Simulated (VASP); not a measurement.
# SnSe2 (P-3m1) in VASP: a series of runs, part 2 of 2

VASP 6.6.1. The steps go on from the part before.

## Step 4: Single point, PBE+D3(BJ) (27.11 Å³/atom)

This run uses another cell than the first one, of 27.11 Å³/atom.

File INCAR:

```
PREC = Accurate
ENCUT = 520
EDIFF = 1E-7
ISMEAR = 0
SIGMA = 0.02
LREAL = False
LASPH = True
NELM = 100
ALGO = Normal
ISIF = 2
LWAVE = False
LCHARG = False
GGA = PE
IVDW = 12
NBANDS = 20
```

File KPOINTS:

```
Automatic mesh
0
Gamma
  12 12 6
```

File POSCAR:

```
SnSe2
1.0
    3.8584451358      0.0000000000      0.0000000000
   -1.9292225679      3.3415115067      0.0000000000
    0.0000000000      0.0000000000      6.3084277921
Sn Se
1 2
Direct
    0.0000000000      0.0000000000      0.0000000000
    0.3333333333      0.6666666667      0.2528233821
    0.6666666667      0.3333333333      0.7471766179
```

Potentials or basis: VASP PAW PBE potentials, release 64 (Sn_d, Se).

Run with:

```bash
> cat potpaw_PBE.64/Sn_d/POTCAR potpaw_PBE.64/Se/POTCAR > POTCAR
> mpirun -np 1 vasp_std > vasp.out
```

OUTCAR:

```text
PREC = Accurate
   ENCUT = 520
   EDIFF = 1E-7
   ISMEAR = 0
   LREAL = False
   LASPH = True
   NELM = 100
   ISIF = 2
   GGA = PE
   IVDW = 12
 IVDW          = 12

 ion  position               nearest neighbor table
   1  0.000  0.000  0.000-   2 2.74   3 2.74   2 2.74   3 2.74   3 2.74   2 2.74
   2  0.333  0.667  0.253-   1 2.74   1 2.74   1 2.74
   3  0.667  0.333  0.747-   1 2.74   1 2.74   1 2.74

  LATTYP: Found a hexagonal cell.
 ALAT       =     3.8584451358
 C/A-ratio  =     1.6349663064

  Lattice vectors:

 A1 = (   3.8584451358,   0.0000000000,   0.0000000000)
 A2 = (  -1.9292225679,   3.3415115067,   0.0000000000)
 A3 = (   0.0000000000,   0.0000000000,   6.3084277921)

Analysis of symmetry for initial positions (statically):
=====================================================================
 Subroutine PRICEL returns:
 Original cell was already a primitive cell.

 Routine SETGRP: Setting up the symmetry group for a
 hexagonal supercell.

 Subroutine GETGRP returns: Found 12 space group operations
 (whereof 12 operations were pure point group operations)
 out of a pool of 24 trial point group operations.

The static configuration has the point symmetry D_3d.

Analysis of symmetry for dynamics (positions and initial velocities):
=====================================================================
 Subroutine PRICEL returns:
 Original cell was already a primitive cell.

 Routine SETGRP: Setting up the symmetry group for a
 hexagonal supercell.

 Subroutine GETGRP returns: Found 12 space group operations
 (whereof 12 operations were pure point group operations)
 out of a pool of 24 trial point group operations.

The dynamic configuration has the point symmetry D_3d.

 Subroutine INISYM returns: Found 12 space group operations
 (whereof 12 operations are pure point group operations),
 and found     1 'primitive' translations

----------------------------------------------------------------------------------------

                                     Primitive cell

  volume of cell :      81.3348

  direct lattice vectors                    reciprocal lattice vectors
     3.858445136  0.000000000  0.000000000     0.259171756  0.149632883  0.000000000
    -1.929222568  3.341511507  0.000000000     0.000000000  0.299265766  0.000000000
     0.000000000  0.000000000  6.308427792     0.000000000  0.000000000  0.158518102

  length of vectors
     3.858445136  3.858445136  6.308427792     0.299265766  0.299265766  0.158518102

  position of ions in fractional coordinates (direct lattice)
     0.000000000  0.000000000  0.000000000
     0.333333333  0.666666667  0.252823382
     0.666666667  0.333333333  0.747176618

  ion indices of the primitive-cell ions
   primitive index   ion index
                 1           1
                 2           2
                 3           3

----------------------------------------------------------------------------------------

 KPOINTS: Automatic mesh

Automatic generation of k-mesh.
 Grid dimensions read from file:
 generate k-points for:   12   12    6

 Generating k-lattice:

  Cartesian coordinates                     Fractional coordinates (reciprocal lattice)
     0.021597646  0.012469407  0.000000000     0.083333333  0.000000000  0.000000000
     0.000000000  0.024938814  0.000000000     0.000000000  0.083333333  0.000000000
     0.000000000  0.000000000  0.026419684     0.000000000  0.000000000  0.166666667

  Length of vectors
     0.024938814  0.024938814  0.026419684

  Shift w.r.t. Gamma in fractional coordinates (k-lattice)
     0.000000000  0.000000000  0.000000000

 Subroutine IBZKPT returns following result:
 ===========================================

 Found    100 irreducible k-points:

 Following reciprocal coordinates:
            Coordinates               Weight
  0.000000  0.000000  0.000000      1.000000
  0.083333 -0.000000  0.000000      6.000000
  0.166667  0.000000  0.000000      6.000000
  0.250000  0.000000  0.000000      6.000000
  0.333333  0.000000  0.000000      6.000000
  0.416667  0.000000  0.000000      6.000000
[... 16 lines left out ...]
  0.166667  0.000000  0.166667      6.000000
  0.000000  0.166667  0.166667      6.000000
 [... further k-points ...]
   k-points           NKPTS =    100   k-points in BZ     NKDIM =    100   number of bands    NBANDS=     20
   number of dos      NEDOS =    301   number of ions     NIONS =      3
   total plane-waves  NPLWV =  43200
   dimension x,y,z NGX =    30 NGY =   30 NGZ =   48
   dimension x,y,z NGXF=    60 NGYF=   60 NGZF=   96
   ions per type =               1   2
   NGX,Y,Z   is equivalent  to a cutoff of  12.93, 12.93, 12.65 a.u.
   NGXF,Y,Z  is equivalent  to a cutoff of  25.85, 25.85, 25.30 a.u.
 SYSTEM =  unknown system
   PREC   = accura    normal or accurate (medium, high low for compatibility)
   ISTART =      0    job   : 0-new  1-cont  2-samecut
   ICHARG =      2    charge: 1-file 2-atom 10-const
   ISPIN  =      1    spin polarized calculation?
   LNONCOLLINEAR =      F non collinear calculations
   LSORBIT =      F    spin-orbit coupling
   LASPH  =      T    aspherical Exc in radial PAW
   ENCUT  =  520.0 eV  38.22 Ry    6.18 a.u.   7.17  7.17 11.73*2*pi/ulx,y,z
   NELM   =    100;   NELMIN=  2; NELMDL= -5     # of ELM steps
   EDIFF  = 0.1E-06   stopping-criterion for ELM
   LREAL  =      F    real-space projection
   EDIFFG = 0.1E-05   stopping-criterion for IOM
   NSW    =      0    number of steps for IOM
   IBRION =     -1    ionic relax: 0-MD 1-quasi-New 2-CG
   NFREE  =      0    steps in history (QN), initial steepest desc. (CG)
   ISIF   =      2    stress and relaxation
   ISYM   =      2    0-nonsym 1-usesym 2-fastsym
   POTIM  = 0.5000    time-step for ionic-motion
   TEBEG  =    0.0;   TEEND  =   0.0 temperature during run
   PSTRESS=    0.0 pullay stress
   NELECT =      26.0000    total number of electrons
   NUPDOWN=      -1.0000    fix difference up-down
   EMIN   =  10.00;   EMAX   =-10.00  energy-range for DOS
   EFERMI =   0.00;   METHOD = LEGACY
   ISMEAR =     0;   SIGMA  =   0.02  broadening in eV -4-tet -1-fermi 0-gaus
   EFERMI_NEDOS =   21; number of points for ismear=-14 and -15
   IALGO  =     38    algorithm
   IMIX   =      4    mixing-type and parameters
     AMIX     =   0.40;   BMIX     =  1.00
     AMIX_MAG =   1.60;   BMIX_MAG =  1.00
  volume/ion in A,a.u.               =      27.11       182.96
  Fermi-wavevector in a.u.,A,eV,Ry     =   1.119370  2.115303 17.047964  1.252990
  Thomas-Fermi vector in A             =   2.256009
   LORBIT       =      0    0 simple, 1 ext, 2 COOP (PROOUT), +10 PAW based schemes
   GGA     = PE    functional components
   LHFCALC =     F    Hartree Fock is set to
   AEXX    =    0.0000 exact exchange contribution
   IVDW    =    12    specifies the selected vdW correction
   LEPSILON=     F    determine dielectric tensor
   LRPA    =     F    only Hartree local field effects (RPA)
 non-spin polarized calculation
 Gauss-broadening in eV      SIGMA  =   0.02
  energy-cutoff  :      520.00
  volume of cell :       81.33
 maximum number of plane-waves:      2214
 NGX is ok and might be reduce to    30
   NGX = 15   NGY = 15   NGZ = 23

 number of electron      25.9999992 magnetization

 Free energy of the ion-electron system (eV)
  ---------------------------------------------------
  ext. energy  EPLUGINS =         0.00000000
  ---------------------------------------------------
  free energy    TOTEN  =       -11.85365199 eV

  energy without entropy =      -11.85365199  energy(sigma->0) =      -11.85365199

 E-fermi :   3.7776     XC(G=0):  -9.2367

 val. band max:        3.6131187904   @ k =   0.0833   0.0833   0.0000
 cond. band min:       4.2507080432   @ k =   0.5000   0.0000   0.3333
 fundamental gap:      0.6375892528
 Fermi energy:         3.7776099695

 k-point     1 :       0.0000    0.0000    0.0000
  band No.  band energies     occupation
      1     -17.5679      2.00000
      2     -17.5679      2.00000
      3     -17.5349      2.00000
      4     -17.5248      2.00000
      5     -17.5248      2.00000
      6      -9.9407      2.00000
[... 12 lines left out ...]
     19      12.5941      0.00000
[... 513 lines left out ...]
      4     -17.5270      2.00000
      5     -17.5238      2.00000
      6      -9.6522      2.00000
[... 12 lines left out ...]
     19      11.6433      0.00000
     20      12.6309      0.00000

 [... further k-points ...]

------------------------ aborting loop because EDIFF is reached ----------------------------------------

 Edisp (eV)   -1.02616

 E8    (eV) :    -0.4491

  FORCE on cell =-STRESS in cart. coord.  units (eV):
  Direction    XX          YY          ZZ          XY          YZ          ZX
  --------------------------------------------------------------------------------------
  -------------------------------------------------------------------------------------
  Total      -0.56594    -0.56594    -0.55246    -0.00000     0.00000     0.00000
  in kB     -11.14820   -11.14820   -10.88271    -0.00000     0.00000     0.00000
  external pressure =      -11.06 kB  Pullay stress =        0.00 kB

 VOLUME and BASIS-vectors are now :
 -----------------------------------------------------------------------------
  energy-cutoff  :      520.00
  volume of cell :       81.33
      direct lattice vectors                 reciprocal lattice vectors
     3.858445136  0.000000000  0.000000000     0.259171756  0.149632883  0.000000000
    -1.929222568  3.341511507  0.000000000     0.000000000  0.299265766  0.000000000
     0.000000000  0.000000000  6.308427792     0.000000000  0.000000000  0.158518102

 POSITION                                       TOTAL-FORCE (eV/Angst)
 -----------------------------------------------------------------------------------
      0.00000      0.00000      0.00000         0.000000      0.000000      0.000000
     -0.00000      2.22767      1.59492        -0.000000      0.000000      0.014885
      1.92922      1.11384      4.71351         0.000000     -0.000000     -0.014885
 -----------------------------------------------------------------------------------
    total drift:                                0.000000      0.000000      0.000000

  FREE ENERGIE OF THE ION-ELECTRON SYSTEM (eV)
  ---------------------------------------------------
  free  energy   TOTEN  =       -12.8798165007 eV

  energy  without entropy=      -12.8798165007  energy(sigma->0) =      -12.87981650
```

It took 80 s on 1 thread of Intel Xeon 6975P-C (Granite Rapids), shared host; peak memory 0.3 GiB.

What came out:

* Free energy: -12.8798 eV
* Pressure: -1.1 GPa
* Largest force: 0.015 eV/Å
* Band gap on the k mesh: 0.64 eV (least direct gap 1.05 eV)
* Dispersion energy per atom: -0.342 eV

Forces in eV/Å, atoms in the order of the input:
```
Sn   0.000  0.000  0.000
Se   0.000  0.000  0.015
Se   0.000  0.000 -0.015
```

Caveat: spin-orbit coupling is left out, which moves the levels of the heavy elements. A k mesh can miss the band edges.

## Step 5: Single point, PBE+D3(BJ) (28.13 Å³/atom)

This run uses another cell than the first one, of 28.13 Å³/atom.

File INCAR:

```
SYSTEM = SnSe2
PREC = Accurate
ENCUT = 520
EDIFF = 1E-7
ISMEAR = 0
SIGMA = 0.02
LREAL = .False.
LASPH = .True.
NELM = 80
ALGO = Normal
ISIF = 2
LWAVE = .False.
LCHARG = .False.
GGA = PE
IVDW = 12
NBANDS = 20
```

File KPOINTS:

```
regular mesh
0
Gamma
  12 12 6
  0 0 0
```

File POSCAR:

```
SnSe2
1.0
    3.8646978866      0.0000000000      0.0000000000
   -1.9323489433      3.3469265477      0.0000000000
    0.0000000000      0.0000000000      6.5253155119
Sn Se
1 2
Direct
    0.0000000000      0.0000000000      0.0000000000
    0.3333333333      0.6666666667      0.2445270292
    0.6666666667      0.3333333333      0.7554729708
```

Potentials or basis: VASP PAW PBE potentials, release 64 (Sn_d, Se).

Run with:

```bash
> cat potpaw_PBE.64/Sn_d/POTCAR potpaw_PBE.64/Se/POTCAR > POTCAR
> mpirun -np 1 vasp_std > vasp.out
```

OUTCAR:

```text
SYSTEM = SnSe2
   PREC = Accurate
   ENCUT = 520
   EDIFF = 1E-7
   ISMEAR = 0
   LREAL = .False.
   LASPH = .True.
   NELM = 80
   ISIF = 2
   GGA = PE
   IVDW = 12
 IVDW          = 12

 ion  position               nearest neighbor table
   1  0.000  0.000  0.000-   2 2.74   3 2.74   2 2.74   3 2.74   3 2.74   2 2.74
   2  0.333  0.667  0.245-   1 2.74   1 2.74   1 2.74
   3  0.667  0.333  0.755-   1 2.74   1 2.74   1 2.74

  LATTYP: Found a hexagonal cell.
 ALAT       =     3.8646978866
 C/A-ratio  =     1.6884412969

  Lattice vectors:

[... 744 lines left out ...]
 Edisp (eV)   -0.98714

 E8    (eV) :    -0.4320

  FORCE on cell =-STRESS in cart. coord.  units (eV):
  Direction    XX          YY          ZZ          XY          YZ          ZX
  --------------------------------------------------------------------------------------
  -------------------------------------------------------------------------------------
  Total      -0.76790    -0.76790    -0.75442     0.00000     0.00000     0.00000
  in kB     -14.57638   -14.57638   -14.32058     0.00000     0.00000     0.00000
  external pressure =      -14.49 kB  Pullay stress =        0.00 kB

 VOLUME and BASIS-vectors are now :
 -----------------------------------------------------------------------------
  energy-cutoff  :      520.00
  volume of cell :       84.40
      direct lattice vectors                 reciprocal lattice vectors
     3.864697887  0.000000000  0.000000000     0.258752438  0.149390790  0.000000000
    -1.932348943  3.346926548  0.000000000     0.000000000  0.298781579  0.000000000
     0.000000000  0.000000000  6.525315512     0.000000000  0.000000000  0.153249295

 POSITION                                       TOTAL-FORCE (eV/Angst)
 -----------------------------------------------------------------------------------
      0.00000      0.00000      0.00000         0.000000      0.000000      0.000000
     -0.00000      2.23128      1.59562         0.000000     -0.000000      0.010714
      1.93235      1.11564      4.92970        -0.000000      0.000000     -0.010714
 -----------------------------------------------------------------------------------
    total drift:                                0.000000     -0.000000      0.000000

  FREE ENERGIE OF THE ION-ELECTRON SYSTEM (eV)
  ---------------------------------------------------
  free  energy   TOTEN  =       -12.8542443743 eV

  energy  without entropy=      -12.8542443743  energy(sigma->0) =      -12.85424437
```

Wall time 82 s (1 thread of Intel Xeon 6975P-C (Granite Rapids), shared host); peak memory 0.29 GiB.

What came out:

| Quantity | Value |
| --- | --- |
| Free energy | -12.8542 eV |
| Pressure | -1.4 GPa |
| Largest force | 0.011 eV/Å |
| Band gap on the k mesh | 0.66 eV (least direct gap 1.11 eV) |
| Dispersion energy per atom | -0.329 eV |

Forces in eV/Å, atoms in the order of the input:
```
Sn   0.000  0.000  0.000
Se   0.000  0.000  0.011
Se   0.000  0.000 -0.011
```

Caveat: spin-orbit coupling is left out, which moves the levels of the heavy elements.

## Step 6: Relaxation of shape and atoms at fixed volume, PBE+D3(BJ) (22.51 Å³/atom)

This run uses another cell than the first one, of 22.51 Å³/atom.

File INCAR:

```
SYSTEM = SnSe2
PREC = Accurate ; ENCUT = 600
EDIFF = 1E-7 ; ISMEAR = 0
SIGMA = 0.02 ; LREAL = .FALSE.
LASPH = .TRUE. ; NELM = 80
ALGO = Normal ; ISIF = 4
LWAVE = .FALSE. ; LCHARG = .FALSE.
GGA = PE ; IVDW = 12
IBRION = 2 ; NSW = 50
EDIFFG = -0.01
```

File KPOINTS:

```
Automatic mesh
0
G
  12 12 6
  0 0 0
```

File POSCAR:

```
SnSe2
1.0
    3.7446774488      0.0000000000      0.0000000000
   -1.8723387244      3.2429857996      0.0000000000
    0.0000000000      0.0000000000      5.5602429899
Sn Se
1 2
Direct
    0.0000000000      0.0000000000      0.0000000000
    0.3333333333      0.6666666667      0.2829866433
    0.6666666667      0.3333333333      0.7170133567
```

Potentials or basis: VASP PAW PBE potentials, release 64 (Sn_d, Se).

Run with:

```bash
> cat potpaw_PBE.64/Sn_d/POTCAR potpaw_PBE.64/Se/POTCAR > POTCAR
> mpirun -np 1 vasp_std > vasp.out
```

Run time: 4.6 min. Hardware: 1 thread of Intel Xeon 6975P-C (Granite Rapids), shared host; peak memory 0.3 GiB.

Results (log left out):

* Free energy: -12.7466 eV
* Energy gained by relaxing: 2.8 meV/atom
* Ionic steps: 8
* Pressure after relaxing: 6.3 GPa
* Largest force after relaxing: 0.008 eV/Å
* Band gap on the k mesh: zero (bands 13 and 14 overlap by 0.38 eV)
* Dispersion energy per atom: -0.417 eV

Forces on the atoms (eV/Å):
```
Sn   0.000  0.000  0.000
Se   0.000  0.000  0.008
Se   0.000  0.000 -0.008
```

Step by step:
```
step  energy change (eV)  largest force (eV/Å)  pressure (GPa)  volume (Å³)
   1              0.0000                0.2656            7.38        67.52
   2             -0.0048                0.1156            6.91        67.52
   3             -0.0059                0.0103            6.56        67.52
   4             -0.0071                0.0093            6.49        67.52
   5             -0.0082                0.0086            6.39        67.52
   6             -0.0083                0.0144            6.34        67.52
   7             -0.0083                0.0171            6.33        67.52
   8             -0.0084                0.0082            6.26        67.52
```

Final structure:
```yaml
crystal:
  lattice:
    - [3.76928, 0.00000, 0.00000]
    - [-1.88464, 3.26429, 0.00000]
    - [0.00000, 0.00000, 5.48790]
  atoms:
    - { symbol: Sn, position: [0.00000, 0.00000, 0.00000] }
    - { symbol: Se, position: [0.33333, 0.66667, 0.28944] }
    - { symbol: Se, position: [0.66667, 0.33333, 0.71056] }
```

Levels at points of the mesh, in eV from the Fermi level:
| k point | band 10 | band 11 | band 12 | band 13 | band 14 | band 15 | band 16 | band 17 |
| --- | --- | --- | --- | --- | --- | --- | --- | --- |
| (0.00, 0.00, 0.00) | -1.27 | -1.10 | -1.10 | -0.14 | 0.55 | 2.76 | 4.40 | 4.40 |
| (0.50, 0.00, 0.00) | -4.34 | -3.48 | -2.87 | -0.52 | 1.32 | 3.15 | 4.00 | 4.14 |
| (0.00, 0.00, 0.50) | -1.54 | -1.54 | -0.59 | -0.59 | 2.50 | 2.73 | 3.55 | 3.55 |
| (0.50, 0.00, 0.50) | -2.74 | -2.31 | -1.96 | -1.82 | 0.76 | 3.42 | 4.31 | 5.61 |

Caveat: semilocal functionals underestimate gaps, so a narrow gap can read as zero; spin-orbit coupling is left out, which moves the levels of the heavy elements.

## Step 7: Overview

| task | cell | cutoff (eV) | gap on the mesh (eV) | pressure (GPa) | largest force (eV/Å) |
| --- | --- | --- | --- | --- | --- |
| single point | a = 3.824, b = 3.824, c = 5.878 Å, angles 90.0, 90.0, 120.0°, 3 atoms, atomic positions A | 520 | 0.20 | 1.1 | 0.01 |
| single point | a = 3.852, b = 3.852, c = 6.149 Å, angles 90.0, 90.0, 120.0°, 3 atoms, atomic positions B | 520 | 0.49 | -0.6 | 0.02 |
| single point | a = 3.858, b = 3.858, c = 6.308 Å, angles 90.0, 90.0, 120.0°, 3 atoms, atomic positions C | 520 | 0.64 | -1.1 | 0.01 |
| single point | a = 3.865, b = 3.865, c = 6.525 Å, angles 90.0, 90.0, 120.0°, 3 atoms, atomic positions D | 520 | 0.66 | -1.4 | 0.01 |
| relaxation of shape and atoms at fixed volume | relaxed from a = 3.745, b = 3.745, c = 5.560 Å, angles 90.0, 90.0, 120.0°, 3 atoms, atomic positions E | 600 | none | 6.3 | 0.01 |

Alike in all rows: level PBE+D3(BJ); potentials or basis VASP PAW PBE potentials, release 64 (Sn_d, Se); no spin polarisation; k mesh 12 × 12 × 6; smearing gaussian 0.02 eV.

Caveats: spin-orbit coupling is left out, which moves the levels of the heavy elements; semilocal functionals underestimate gaps, so a narrow gap can read as zero (at least some runs).

Total energies depend on the potentials used, so only differences within one code and one set of settings carry meaning.
